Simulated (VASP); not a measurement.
# Si3Sb2Te (P-3m1) in VASP: further runs, part 2 of 2

VASP 6.6.1. The steps go on from the part before.

## (3) Relaxation of cell and atoms, PBE

This run uses another cell than the first one, of 22.65 Å³/atom, 0.981 times its volume.

Contents of INCAR:

```
PREC = Accurate
ENCUT = 500
EDIFF = 1E-7
ISMEAR = 0
SIGMA = 0.2
LREAL = False
LASPH = True
NELM = 120
ALGO = Normal
ISIF = 3
LWAVE = False
LCHARG = False
GGA = PE
IBRION = 2
NSW = 36
EDIFFG = -0.08
GGA_COMPAT = False
NELMIN = 4
```

Contents of KPOINTS:

```
Automatic mesh
0
Gamma
  4 4 2
```

Contents of POSCAR:

```
Si3Sb2Te
1.0
    4.5420990200      0.0000000000      0.0000000000
   -2.2710495100      3.9335731400      0.0000000000
    0.0000000000      0.0000000000      7.6073846600
Si Sb Te
3 2 1
Direct
    0.0000000000      0.0000000000      0.2195852000
    0.0000000000      0.0000000000      0.7804148000
    0.0000000000      0.0000000000      0.0000000000
    0.3333333300      0.6666666700      0.8474093700
    0.6666666700      0.3333333300      0.1525906300
    0.0000000000      0.0000000000      0.5000000000
```

Potentials or basis: VASP PAW PBE potentials, release 64 (Si, Sb, Te).

The run is started by

```console
cat potpaw_PBE.64/Si/POTCAR potpaw_PBE.64/Sb/POTCAR potpaw_PBE.64/Te/POTCAR > POTCAR
mpirun -np 1 vasp_std > vasp.out
```

OUTCAR:

```text
PREC = Accurate
   ENCUT = 500
   EDIFF = 1E-7
   ISMEAR = 0
   LREAL = False
   LASPH = True
   NELM = 120
   ISIF = 3
   GGA = PE
   IBRION = 2
   NSW = 36
   EDIFFG = -0.08
   NELMIN = 4

 ion  position               nearest neighbor table
   1  0.000  0.000  0.220-   3 1.67   6 2.13   5 2.67   5 2.67   5 2.67
   2  0.000  0.000  0.780-   3 1.67   6 2.13   4 2.67   4 2.67   4 2.67
   3  0.000  0.000  0.000-   1 1.67   2 1.67   4 2.87   5 2.87   5 2.87   4 2.87   5 2.87   4 2.87

   4  0.333  0.667  0.847-   2 2.67   2 2.67   2 2.67   3 2.87   3 2.87   3 2.87   5 3.50   5 3.50
                             5 3.50   6 3.72   6 3.72   6 3.72
   5  0.667  0.333  0.153-   1 2.67   1 2.67   1 2.67   3 2.87   3 2.87   3 2.87   4 3.50   4 3.50
                             4 3.50   6 3.72   6 3.72   6 3.72
   6  0.000  0.000  0.500-   1 2.13   2 2.13   4 3.72   5 3.72   5 3.72   4 3.72   5 3.72   4 3.72

  LATTYP: Found a hexagonal cell.
 ALAT       =     4.5420990200
 C/A-ratio  =     1.6748610337

  Lattice vectors:

 A1 = (   4.5420990200,   0.0000000000,   0.0000000000)
 A2 = (  -2.2710495100,   3.9335731400,   0.0000000000)
 A3 = (   0.0000000000,   0.0000000000,   7.6073846600)

Analysis of symmetry for initial positions (statically):
=====================================================================
 Subroutine PRICEL returns:
 Original cell was already a primitive cell.

 Routine SETGRP: Setting up the symmetry group for a
 hexagonal supercell.

 Subroutine GETGRP returns: Found 12 space group operations
 (whereof 12 operations were pure point group operations)
 out of a pool of 24 trial point group operations.

The static configuration has the point symmetry D_3d.

Analysis of symmetry for dynamics (positions and initial velocities):
=====================================================================
 Subroutine PRICEL returns:
 Original cell was already a primitive cell.

 Routine SETGRP: Setting up the symmetry group for a
 hexagonal supercell.

 Subroutine GETGRP returns: Found 12 space group operations
 (whereof 12 operations were pure point group operations)
[... 132 lines left out ...]

--------------------------------------- Ionic step        1  -------------------------------------------

 number of electron      27.9999999 magnetization

 Free energy of the ion-electron system (eV)
  ---------------------------------------------------
  ext. energy  EPLUGINS =         0.00000000
  ---------------------------------------------------
  free energy    TOTEN  =       -10.79827587 eV

  energy without entropy =      -10.76920853  energy(sigma->0) =      -10.78374220

------------------------ aborting loop because EDIFF is reached ----------------------------------------

  FORCE on cell =-STRESS in cart. coord.  units (eV):
  Direction    XX          YY          ZZ          XY          YZ          ZX
  --------------------------------------------------------------------------------------
  -------------------------------------------------------------------------------------
  Total        9.5167653      9.5167653    111.1826850      0.0000000     -0.0000000      0.0000000
  in kB      112.1813690    112.1813691   1310.5950887      0.0000000     -0.0000000      0.0000000
  external PRESSURE =     511.6526089 kB  Pullay stress =       0.0000000 kB
[... 101 lines left out ...]
  FREE ENERGIE OF THE ION-ELECTRON SYSTEM (eV)
  ---------------------------------------------------
  free  energy   TOTEN  =       -19.7640583063 eV

  energy  without entropy=      -19.6590177383  energy(sigma->0) =      -19.71153802

 E-fermi :   3.6395     XC(G=0):  -8.2718

 val. band max:        3.5901295502   @ k =   0.2500   0.2500   0.0000
 cond. band min:       3.6614262386   @ k =   0.2500   0.2500   0.0000
 fundamental gap:      0.0712966885
 Fermi energy:         3.6394666202

 k-point     1 :       0.0000    0.0000    0.0000
  band No.  band energies     occupation
      1      -7.5251      2.00000
      2      -6.8578      2.00000
      3      -6.6130      2.00000
      4      -3.2954      2.00000
      5      -2.8032      2.00000
      6      -0.2726      2.00000
[... 145 lines left out ...]
      5      -3.0373      2.00000
      6      -2.8621      2.00000
[... 10 lines left out ...]
     17       5.9509      0.00000
     18       6.0275      0.00000

[... ionic steps 4 to 22 ...]

--------------------------------------- Ionic step       23  -------------------------------------------

 number of electron      28.0000003 magnetization

------------------------ aborting loop because EDIFF is reached ----------------------------------------
[... 75 lines left out ...]
--------------------------------------- Ionic step       25  -------------------------------------------

 number of electron      28.0000003 magnetization

 Free energy of the ion-electron system (eV)
  ---------------------------------------------------
  ext. energy  EPLUGINS =         0.00000000
  ---------------------------------------------------
  free energy    TOTEN  =       -24.96774235 eV

  energy without entropy =      -24.92380256  energy(sigma->0) =      -24.94577245

 E-fermi :   5.0689     XC(G=0):  -8.8367

 val. band max:        4.9808899473   @ k =   0.2500  -0.0000   0.5000
 cond. band min:       5.3307152008   @ k =   0.5000  -0.0000   0.0000
 fundamental gap:      0.3498252535
 Fermi energy:         5.0689274866

 k-point     1 :       0.0000    0.0000    0.0000
  band No.  band energies     occupation
      1      -7.3511      2.00000
      2      -6.1817      2.00000
      3      -5.8509      2.00000
      4      -1.5742      2.00000
      5      -1.2076      2.00000
      6       1.1818      2.00000
[... 190 lines left out ...]
  FREE ENERGIE OF THE ION-ELECTRON SYSTEM (eV)
  ---------------------------------------------------
  free  energy   TOTEN  =       -24.9677423539 eV

  energy  without entropy=      -24.9238025557  energy(sigma->0) =      -24.94577245

 reached required accuracy - stopping structural energy minimisation
```

OSZICAR:

```text
N       E                     dE             d eps       ncg     rms          rms(c)
DAV:   1     0.152487899510E+03    0.15249E+03   -0.10257E+04   288   0.122E+03
DAV:   2    -0.434978259562E+01   -0.15684E+03   -0.15444E+03   384   0.203E+02
DAV:   3    -0.145402250008E+02   -0.10190E+02   -0.10071E+02   378   0.573E+01
[... 307 lines left out ...]
DAV:   4    -0.249677676911E+02    0.38238E-03   -0.71658E-04   318   0.114E-01    0.537E-02
DAV:   5    -0.249677449986E+02    0.22692E-04   -0.49040E-05   410   0.377E-02    0.377E-02
DAV:   6    -0.249677424555E+02    0.25432E-05   -0.10670E-05   336   0.169E-02    0.237E-02
DAV:   7    -0.249677423636E+02    0.91923E-07   -0.31782E-06   370   0.917E-03    0.569E-03
DAV:   8    -0.249677423539E+02    0.96441E-08   -0.23437E-07   210   0.282E-03
  25 F= -.24967742E+02 E0= -.24945772E+02  d E =-.527224E-02
```

Wall time 5.3 min (1 thread of AMD EPYC 9R45 (Zen 5), shared host); peak memory 0.24 GiB.

Results:

```yaml
Free_energy: -24.9677 eV
Relaxed_volume: 28.93 Å³/atom
Relaxed_cell: a = 4.390 Å, b = 4.390 Å, c = 10.399 Å, α = 90.00°, β = 90.00°, γ = 120.00°
Space_group_after_relaxing_to_0.05_Å: P-3m1 (No. 164)
Energy_gained_by_relaxing: 2361.6 meV/atom
Ionic_steps: 25
Pressure_after_relaxing: -0.2 GPa
Largest_force_after_relaxing: 0.023 eV/Å
Band_gap_on_the_k_mesh: zero (band 14 reaches 5.63 eV, above the bottom of band 15 at 4.68 eV)
```

Forces on the atoms (eV/Å):
```
Si   0.000  0.000 -0.009
Si   0.000  0.000  0.009
Si   0.000  0.000  0.000
Sb   0.000  0.000 -0.023
Sb   0.000  0.000  0.023
Te   0.000  0.000  0.000
```

Stress tensor (GPa, compression positive):
```
-0.32  0.00  0.00
 0.00 -0.32  0.00
 0.00  0.00 -0.06
```

Step by step:
```tsv
step	energy change (eV)	largest force (eV/Å)	pressure (GPa)	volume (Å³)
1	0.0000	15.9585	51.17	135.92
2	-7.8188	0.5507	-6.09	298.33
3	-8.9658	1.2278	-6.16	277.29
4	-9.9077	1.8008	-5.98	260.27
5	-11.9087	5.9370	1.09	194.96
6	-11.7019	4.3543	-2.74	215.08
7	-11.8153	4.7432	-1.90	209.58
8	-13.1914	0.4126	-5.79	203.44
9	-13.1944	0.3976	-5.79	203.31
10	-13.9328	0.1040	-0.74	171.56
11	-13.9361	0.1539	-0.25	169.71
12	-13.9358	0.1716	-0.08	169.08
13	-13.9514	0.0686	-0.09	168.97
14	-13.9845	0.4255	0.20	168.54
15	-13.9938	0.5290	0.23	168.79
16	-14.0033	0.8173	0.35	169.30
17	-14.0139	0.8261	0.28	169.69
18	-14.0439	0.8630	0.10	170.85
19	-14.0910	0.8899	-0.15	173.07
20	-14.0355	0.6987	-0.10	177.18
21	-14.0963	0.8950	-0.19	174.14
22	-14.1424	0.4852	-0.45	174.62
23	-14.1641	0.0522	-0.68	175.28
24	-14.1642	0.0333	-0.68	175.32
25	-14.1695	0.0226	-0.24	173.58
```

Final structure:
```yaml
crystal:
  lattice:
    - [4.39019, 0.00000, 0.00000]
    - [-2.19509, 3.80201, 0.00000]
    - [0.00000, 0.00000, 10.39948]
  atoms:
    - { symbol: Si, position: [0.00000, 0.00000, 0.25473] }
    - { symbol: Si, position: [0.00000, 0.00000, 0.74527] }
    - { symbol: Si, position: [0.00000, 0.00000, 0.00000] }
    - { symbol: Sb, position: [0.33333, 0.66667, 0.84952] }
    - { symbol: Sb, position: [0.66667, 0.33333, 0.15048] }
    - { symbol: Te, position: [0.00000, 0.00000, 0.50000] }
```

Caveat: the k points lie up to 0.41 Å⁻¹ apart in the final cell; the volume moved by over 15 % at a fixed basis, so the end points are rough; spin-orbit coupling is left out, which moves the levels of the heavy elements; the relaxation stopped at a loose force limit of 0.08 eV/Å, so its end isn't a converged minimum.
